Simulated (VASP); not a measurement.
# GaN (Fm-3m) in VASP: further runs

The runs below take GaN through single point, with LDA.

Everything below comes from runs of VASP 6.6.1. Logs are shortened: lines on timing, memory, paths and dates and some standing lists are left out, and cuts for length are marked.

### Step 1. The cell of the first run

The structure is cubic, space group Fm-3m (No. 225). The conventional cell has a = 4.183 Å, b = 4.183 Å, c = 4.183 Å, α = 90.00°, β = 90.00°, γ = 90.00°. Within 2.8 Å of Ga (site symmetry m-3m) lie 6 N at 2.09 Å. Within 2.8 Å of N (site symmetry m-3m) lie 6 Ga at 2.09 Å.

### Step 2. Single point, LDA

Contents of INCAR:

```
SYSTEM = GaN
PREC = Accurate
ENCUT = 600
EDIFF = 1E-6
ISMEAR = -1
SIGMA = 0.05
LREAL = .False.
LASPH = .True.
NELM = 120
ALGO = Normal
ISIF = 2
LWAVE = .False.
LCHARG = .True.
LELF = .True.
LVHAR = .True.
NBANDS = 16
GGA_COMPAT = .False.
```

Contents of KPOINTS:

```
regular mesh
0
Gamma
  8 8 8
  0 0 0
```

Contents of POSCAR:

```
GaN
1.0
    0.0000000000      2.0916465448      2.0916465448
    2.0916465448      0.0000000000      2.0916465448
    2.0916465448      2.0916465448      0.0000000000
Ga N
1 1
Direct
    0.0000000000      0.0000000000      0.0000000000
    0.5000000000      0.5000000000      0.5000000000
```

Potentials or basis: VASP PAW LDA potentials, release 64 (Ga_d, N).

The run is started by

```bash
cat potpaw_LDA.64/Ga_d/POTCAR potpaw_LDA.64/N/POTCAR > POTCAR
mpirun -np 1 vasp_std > vasp.out
```

OUTCAR:

```text
SYSTEM = GaN
   PREC = Accurate
   ENCUT = 600
   EDIFF = 1E-6
   ISMEAR = -1
   LREAL = .False.
   LASPH = .True.
   NELM = 120
   ISIF = 2

 ion  position               nearest neighbor table
   1  0.000  0.000  0.000-   2 2.09   2 2.09   2 2.09   2 2.09   2 2.09   2 2.09
   2  0.500  0.500  0.500-   1 2.09   1 2.09   1 2.09   1 2.09   1 2.09   1 2.09

  LATTYP: Found a face centered cubic cell.
 ALAT       =     4.1832930896

  Lattice vectors:

 A1 = (   0.0000000000,   2.0916465448,   2.0916465448)
 A2 = (   2.0916465448,   0.0000000000,   2.0916465448)
 A3 = (   2.0916465448,   2.0916465448,   0.0000000000)

Analysis of symmetry for initial positions (statically):
=====================================================================
 Subroutine PRICEL returns:
 Original cell was already a primitive cell.

 Routine SETGRP: Setting up the symmetry group for a
 face centered cubic supercell.

 Subroutine GETGRP returns: Found 48 space group operations
 (whereof 48 operations were pure point group operations)
 out of a pool of 48 trial point group operations.

The static configuration has the point symmetry O_h .

Analysis of symmetry for dynamics (positions and initial velocities):
=====================================================================
 Subroutine PRICEL returns:
 Original cell was already a primitive cell.

 Routine SETGRP: Setting up the symmetry group for a
 face centered cubic supercell.

 Subroutine GETGRP returns: Found 48 space group operations
 (whereof 48 operations were pure point group operations)
 out of a pool of 48 trial point group operations.

The dynamic configuration has the point symmetry O_h .

 Subroutine INISYM returns: Found 48 space group operations
 (whereof 48 operations are pure point group operations),
 and found     1 'primitive' translations

----------------------------------------------------------------------------------------

                                     Primitive cell

  volume of cell :      18.3018

  direct lattice vectors                    reciprocal lattice vectors
     0.000000000  2.091646545  2.091646545    -0.239046124  0.239046124  0.239046124
     2.091646545  0.000000000  2.091646545     0.239046124 -0.239046124  0.239046124
     2.091646545  2.091646545  0.000000000     0.239046124  0.239046124 -0.239046124

  length of vectors
     2.958034911  2.958034911  2.958034911     0.414040033  0.414040033  0.414040033

  position of ions in fractional coordinates (direct lattice)
     0.000000000  0.000000000  0.000000000
     0.500000000  0.500000000  0.500000000

  ion indices of the primitive-cell ions
   primitive index   ion index
                 1           1
                 2           2

----------------------------------------------------------------------------------------

 KPOINTS: regular mesh

Automatic generation of k-mesh.
 Grid dimensions read from file:
 generate k-points for:    8    8    8

 Generating k-lattice:

  Cartesian coordinates                     Fractional coordinates (reciprocal lattice)
    -0.029880766  0.029880766  0.029880766     0.125000000  0.000000000  0.000000000
     0.029880766 -0.029880766  0.029880766     0.000000000  0.125000000  0.000000000
     0.029880766  0.029880766 -0.029880766     0.000000000  0.000000000  0.125000000

  Length of vectors
     0.051755004  0.051755004  0.051755004

  Shift w.r.t. Gamma in fractional coordinates (k-lattice)
     0.000000000  0.000000000  0.000000000

 Subroutine IBZKPT returns following result:
 ===========================================

 Found     29 irreducible k-points:

 Following reciprocal coordinates:
            Coordinates               Weight
  0.000000  0.000000  0.000000      1.000000
  0.125000  0.000000  0.000000      8.000000
  0.250000  0.000000  0.000000      8.000000
  0.375000  0.000000  0.000000      8.000000
  0.500000  0.000000  0.000000      4.000000
  0.125000  0.125000  0.000000      6.000000
[... 16 lines left out ...]
  0.500000  0.250000  0.125000     48.000000
 -0.375000  0.250000  0.125000     24.000000
 [... further k-points ...]
   k-points           NKPTS =     29   k-points in BZ     NKDIM =     29   number of bands    NBANDS=     16
   number of dos      NEDOS =    301   number of ions     NIONS =      2
   total plane-waves  NPLWV =  13824
   dimension x,y,z NGX =    24 NGY =   24 NGZ =   24
   dimension x,y,z NGXF=    48 NGYF=   48 NGZF=   48
   ions per type =               1   1
   NGX,Y,Z   is equivalent  to a cutoff of  13.49, 13.49, 13.49 a.u.
   NGXF,Y,Z  is equivalent  to a cutoff of  26.98, 26.98, 26.98 a.u.
 SYSTEM =  GaN
   PREC   = accura    normal or accurate (medium, high low for compatibility)
   ISTART =      0    job   : 0-new  1-cont  2-samecut
   ICHARG =      2    charge: 1-file 2-atom 10-const
   ISPIN  =      1    spin polarized calculation?
   LNONCOLLINEAR =      F non collinear calculations
   LSORBIT =      F    spin-orbit coupling
   LASPH  =      T    aspherical Exc in radial PAW
   ENCUT  =  600.0 eV  44.10 Ry    6.64 a.u.   5.91  5.91  5.91*2*pi/ulx,y,z
   NELM   =    120;   NELMIN=  2; NELMDL= -5     # of ELM steps
   EDIFF  = 0.1E-05   stopping-criterion for ELM
   LREAL  =      F    real-space projection
   EDIFFG = 0.1E-04   stopping-criterion for IOM
   NSW    =      0    number of steps for IOM
   IBRION =     -1    ionic relax: 0-MD 1-quasi-New 2-CG
   NFREE  =      0    steps in history (QN), initial steepest desc. (CG)
   ISIF   =      2    stress and relaxation
   ISYM   =      2    0-nonsym 1-usesym 2-fastsym
   POTIM  = 0.5000    time-step for ionic-motion
   TEBEG  =    0.0;   TEEND  =   0.0 temperature during run
   PSTRESS=    0.0 pullay stress
   NELECT =      18.0000    total number of electrons
   NUPDOWN=      -1.0000    fix difference up-down
   EMIN   =  10.00;   EMAX   =-10.00  energy-range for DOS
   EFERMI =   0.00;   METHOD = LEGACY
   ISMEAR =    -1;   SIGMA  =   0.05  broadening in eV -4-tet -1-fermi 0-gaus
   EFERMI_NEDOS =   21; number of points for ismear=-14 and -15
   IALGO  =     38    algorithm
   IMIX   =      4    mixing-type and parameters
     AMIX     =   0.40;   BMIX     =  1.00
     AMIX_MAG =   1.60;   BMIX_MAG =  1.00
  volume/ion in A,a.u.               =       9.15        61.75
  Fermi-wavevector in a.u.,A,eV,Ry     =   1.628049  3.076566 36.062817  2.650542
  Thomas-Fermi vector in A             =   2.720743
   LORBIT       =      0    0 simple, 1 ext, 2 COOP (PROOUT), +10 PAW based schemes
   GGA     = CA    functional components
   LHFCALC =     F    Hartree Fock is set to
   AEXX    =    0.0000 exact exchange contribution
   IVDW    =     0    specifies the selected vdW correction
   LEPSILON=     F    determine dielectric tensor
   LRPA    =     F    only Hartree local field effects (RPA)
 non-spin polarized calculation
  energy-cutoff  :      600.00
  volume of cell :       18.30
 maximum number of plane-waves:       620
   NGX = 11   NGY = 11   NGZ = 11

 number of electron      17.9999999 magnetization

 Free energy of the ion-electron system (eV)
  ---------------------------------------------------
  ext. energy  EPLUGINS =         0.00000000
  ---------------------------------------------------
  free energy    TOTEN  =       -13.08149160 eV

  energy without entropy =      -13.08144356  energy(sigma->0) =      -13.08146758

 E-fermi :   8.4285     XC(G=0): -13.6572

 val. band max:        8.0608270338   @ k =  -0.2500   0.1250   0.0000
 cond. band min:       8.6878686347   @ k =   0.5000   0.5000   0.0000
 fundamental gap:      0.6270416009
 Fermi energy:         8.4284898801

 k-point     1 :       0.0000    0.0000    0.0000
  band No.  band energies     occupation
      1      -9.4401      2.00000
      2      -6.0163      2.00000
      3      -6.0163      2.00000
      4      -6.0163      2.00000
      5      -5.9105      2.00000
      6      -5.9105      2.00000
[... 8 lines left out ...]
     15      24.0458      0.00000
     16      24.0458      0.00000

 k-point     2 :       0.1250    0.0000    0.0000
  band No.  band energies     occupation
      1      -9.1226      2.00000
      2      -6.0301      2.00000
      3      -6.0048      2.00000
      4      -6.0048      2.00000
      5      -5.9275      2.00000
      6      -5.9275      2.00000
[... 8 lines left out ...]
     15      24.3669      0.00000
     16      24.3669      0.00000

 k-point     3 :       0.2500    0.0000    0.0000
  band No.  band energies     occupation
      1      -8.2217      2.00000
      2      -6.0667      2.00000
      3      -6.0667      2.00000
      4      -6.0618      2.00000
      5      -5.8771      2.00000
      6      -5.8771      2.00000
[... 8 lines left out ...]
     15      26.1086      0.00000
     16      26.1086      0.00000

 k-point     4 :       0.3750    0.0000    0.0000
  band No.  band energies     occupation
      1      -6.9772      2.00000
      2      -6.1538      2.00000
      3      -6.1538      2.00000
      4      -6.0881      2.00000
      5      -5.7989      2.00000
      6      -5.7989      2.00000
[... 8 lines left out ...]
     15      28.8773      0.00000
     16      28.8773      0.00000

 k-point     5 :       0.5000    0.0000    0.0000
  band No.  band energies     occupation
      1      -6.2643      2.00000
      2      -6.1905      2.00000
      3      -6.1905      2.00000
      4      -6.0599      2.00000
      5      -5.7653      2.00000
      6      -5.7653      2.00000
[... 8 lines left out ...]
     15      31.5015      0.00000
     16      31.5015      0.00000

 k-point     6 :       0.1250    0.1250    0.0000
  band No.  band energies     occupation
      1      -9.0292      2.00000
      2      -6.0460      2.00000
      3      -5.9834      2.00000
      4      -5.9804      2.00000
      5      -5.9804      2.00000
      6      -5.8928      2.00000
[... 8 lines left out ...]
     15      26.9831      0.00000
     16      26.9831      0.00000

 k-point     7 :       0.2500    0.1250    0.0000
  band No.  band energies     occupation
      1      -8.3747      2.00000
      2      -6.0768      2.00000
      3      -6.0455      2.00000
      4      -5.9846      2.00000
      5      -5.8912      2.00000
      6      -5.8533      2.00000
[... 8 lines left out ...]
     15      27.2908      0.00000
     16      28.2657      0.00000

 k-point     8 :       0.3750    0.1250    0.0000
  band No.  band energies     occupation
      1      -7.4177      2.00000
      2      -6.1430      2.00000
      3      -6.0621      2.00000
      4      -6.0168      2.00000
      5      -5.7841      2.00000
      6      -5.6566      2.00000
[... 8 lines left out ...]
     15      27.9242      0.00000
     16      30.2907      0.00000

 k-point     9 :       0.5000    0.1250    0.0000
  band No.  band energies     occupation
      1      -6.8228      2.00000
      2      -6.1989      2.00000
      3      -6.1341      2.00000
      4      -5.9419      2.00000
      5      -5.7593      2.00000
      6      -5.1589      2.00000
[... 8 lines left out ...]
     15      28.9857      0.00000
     16      31.6154      0.00000
[... 172 lines left out ...]
 k-point    19 :       0.5000    0.3750    0.0000
  band No.  band energies     occupation
      1      -7.6867      2.00000
      2      -6.1891      2.00000
      3      -5.8452      2.00000
      4      -5.7678      2.00000
      5      -5.7229      2.00000
      6      -3.3028      2.00000
[... 8 lines left out ...]
     15      34.2922      0.00000
     16      36.1447      0.00000

 k-point    20 :      -0.3750    0.3750    0.0000
  band No.  band energies     occupation
      1      -7.4751      2.00000
      2      -6.1392      2.00000
      3      -5.9411      2.00000
      4      -5.8594      2.00000
      5      -5.7455      2.00000
      6      -3.1605      2.00000
[... 8 lines left out ...]
     15      31.3059      0.00000
     16      33.5921      0.00000

 k-point    21 :       0.5000    0.5000    0.0000
  band No.  band energies     occupation
      1      -7.7931      2.00000
      2      -6.2203      2.00000
      3      -5.7891      2.00000
      4      -5.7060      2.00000
      5      -5.7060      2.00000
      6      -2.7191      2.00000
[... 8 lines left out ...]
     15      36.3253      0.00000
     16      36.5995      0.00000

 k-point    22 :       0.3750    0.2500    0.1250
  band No.  band energies     occupation
      1      -7.7675      2.00000
      2      -6.0929      2.00000
      3      -6.0395      2.00000
      4      -5.9628      2.00000
      5      -5.8787      2.00000
      6      -5.6134      2.00000
[... 8 lines left out ...]
     15      29.5409      0.00000
     16      29.9638      0.00000

 k-point    23 :       0.5000    0.2500    0.1250
  band No.  band energies     occupation
      1      -7.2580      2.00000
      2      -6.1198      2.00000
      3      -6.0506      2.00000
      4      -5.9719      2.00000
      5      -5.7960      2.00000
      6      -4.9259      2.00000
[... 8 lines left out ...]
     15      29.5610      0.00000
     16      31.0880      0.00000

 k-point    24 :      -0.3750    0.2500    0.1250
  band No.  band energies     occupation
      1      -7.1095      2.00000
      2      -6.1504      2.00000
      3      -6.0531      2.00000
      4      -5.9642      2.00000
      5      -5.7616      2.00000
      6      -4.3116      2.00000
[... 8 lines left out ...]
     15      27.2898      0.00000
     16      31.9792      0.00000

 [... further k-points ...]
[... 5 lines left out ...]
  --------------------------------------------------------------------------------------
  -------------------------------------------------------------------------------------
  Total        0.0933747      0.0933747      0.0933747      0.0000000      0.0000000      0.0000000
  in kB        8.1741897      8.1741897      8.1741897      0.0000000      0.0000000      0.0000000
  external PRESSURE =       8.1741897 kB  Pullay stress =       0.0000000 kB

 VOLUME and BASIS-vectors are now :
 -----------------------------------------------------------------------------
  energy-cutoff  :      600.00
  volume of cell :       18.30
      direct lattice vectors                 reciprocal lattice vectors
     0.000000000  2.091646545  2.091646545    -0.239046124  0.239046124  0.239046124
     2.091646545  0.000000000  2.091646545     0.239046124 -0.239046124  0.239046124
     2.091646545  2.091646545  0.000000000     0.239046124  0.239046124 -0.239046124

 POSITION                                       TOTAL-FORCE (eV/Angst)
 -----------------------------------------------------------------------------------
      0.00000      0.00000      0.00000         0.000000      0.000000     -0.000000
      2.09165      2.09165      2.09165        -0.000000     -0.000000      0.000000
 -----------------------------------------------------------------------------------
    total drift:                                0.000000     -0.000000     -0.000000

  FREE ENERGIE OF THE ION-ELECTRON SYSTEM (eV)
  ---------------------------------------------------
  free  energy   TOTEN  =       -13.0814915975 eV

  energy  without entropy=      -13.0814435563  energy(sigma->0) =      -13.08146758
```

Run time: 15 s. Hardware: 1 thread of Intel Xeon 8259CL, shared host; peak memory 0.13 GiB.

What came out:

```
Free energy            : -13.0815 eV
Pressure               : 0.8 GPa
Band gap on the k mesh : 0.63 eV, indirect (least direct gap 3.23 eV)
```

A k mesh can miss the band edges.

### Step 3. Single point, LDA

This run uses another cell than the first one, of 9.35 Å³/atom, 1.021 times its volume.

Contents of INCAR:

```
SYSTEM = GaN
PREC = Accurate ; ENCUT = 600
EDIFF = 1E-6 ; ISMEAR = -1
SIGMA = 0.05 ; LREAL = .False.
LASPH = .True. ; NELM = 120
ALGO = Normal ; ISIF = 2
LWAVE = .False. ; LCHARG = .False.
NBANDS = 16 ; GGA_COMPAT = .False.
```

KPOINTS is that of step 2.

Contents of POSCAR:

```
GaN
1.0
    0.0000000000      2.1063769354      2.1063769354
    2.1063769354      0.0000000000      2.1063769354
    2.1063769354      2.1063769354      0.0000000000
Ga N
1 1
Direct
    0.0000000000      0.0000000000      0.0000000000
    0.5000000000      0.5000000000      0.5000000000
```

Potentials or basis: VASP PAW LDA potentials, release 64 (Ga_d, N).

The run is started by

```bash
cat potpaw_LDA.64/Ga_d/POTCAR potpaw_LDA.64/N/POTCAR > POTCAR
mpirun -np 1 vasp_std > vasp.out
```

Run time: 15 s. Hardware: 1 thread of Intel Xeon 8259CL, shared host; peak memory 0.13 GiB.

It converged, with:

- Free energy: -13.0779 eV
- Pressure: -4.2 GPa
- Band gap on the k mesh: 0.49 eV, indirect (least direct gap 2.96 eV)

Levels at points of the mesh, in eV from the valence-band top:
```tsv
k point	band 6	band 7	band 8	band 9	band 10	band 11	band 12	band 13
(0.00, 0.00, 0.00)	-13.98	-0.52	-0.52	-0.52	2.44	14.73	14.73	14.73
(0.50, 0.00, 0.00)	-13.84	-8.38	-0.15	-0.15	4.72	8.96	8.96	9.38
(0.50, 0.50, 0.00)	-10.82	-7.24	-3.10	-3.10	0.49	7.79	11.89	14.41
```

A k mesh can miss the band edges. A hybrid or GW would open this gap; LDA tends to underestimate it.

### Step 4. Single point, LDA

This run uses another cell than the first one, of 9.54 Å³/atom, 1.043 times its volume.

Contents of INCAR:

```
PREC = Accurate
ENCUT = 600
EDIFF = 1E-6
ISMEAR = -1
SIGMA = 0.05
LREAL = False
LASPH = True
NELM = 120
ALGO = Normal
ISIF = 2
LWAVE = False
LCHARG = False
NBANDS = 16
GGA_COMPAT = False
```

Contents of KPOINTS:

```
regular mesh
0
Gamma
  8 8 8
```

Contents of POSCAR:

```
GaN
1.0
    0.0000000000      2.1209041320      2.1209041320
    2.1209041320      0.0000000000      2.1209041320
    2.1209041320      2.1209041320      0.0000000000
Ga N
1 1
Direct
    0.0000000000      0.0000000000      0.0000000000
    0.5000000000      0.5000000000      0.5000000000
```

The run is started by

```bash
cat potpaw_LDA.64/Ga_d/POTCAR potpaw_LDA.64/N/POTCAR > POTCAR
mpirun -np 1 vasp_std > vasp.out
```

Wall time 14 s (1 thread of Intel Xeon 8259CL, shared host); peak memory 0.13 GiB.

Results (log left out):

```
Free energy            : -13.0627 eV
Pressure               : -8.7 GPa
Band gap on the k mesh : 0.36 eV, indirect (least direct gap 2.70 eV)
```

Levels at points of the mesh, in eV from the valence-band top:
```csv
k point,band 6,band 7,band 8,band 9,band 10,band 11,band 12,band 13
"(0.00, 0.00, 0.00)",-13.99,-0.50,-0.50,-0.50,2.20,14.61,14.61,14.61
"(0.50, 0.00, 0.00)",-13.86,-8.27,-0.15,-0.15,4.64,8.85,8.85,9.11
"(0.50, 0.50, 0.00)",-10.87,-7.08,-3.02,-3.02,0.36,7.77,11.68,14.15
```

A k mesh can miss the band edges.

### Step 5. Overview

```csv
cell,gap on the mesh (eV),pressure (GPa)
"a = 2.958 Å, angles 60.0°, 2 atoms",0.63,0.8
"a = 2.979 Å, angles 60.0°, 2 atoms",0.49,-4.2
"a = 2.999 Å, angles 60.0°, 2 atoms",0.36,-8.7
```

Alike in all rows: task single point; level LDA; potentials or basis VASP PAW LDA potentials, release 64 (Ga_d, N); no spin polarisation; k mesh 8 × 8 × 8; cutoff (eV) 600; smearing fermi-dirac 0.05 eV.

Absolute energies hang on the potentials; compare differences alone.
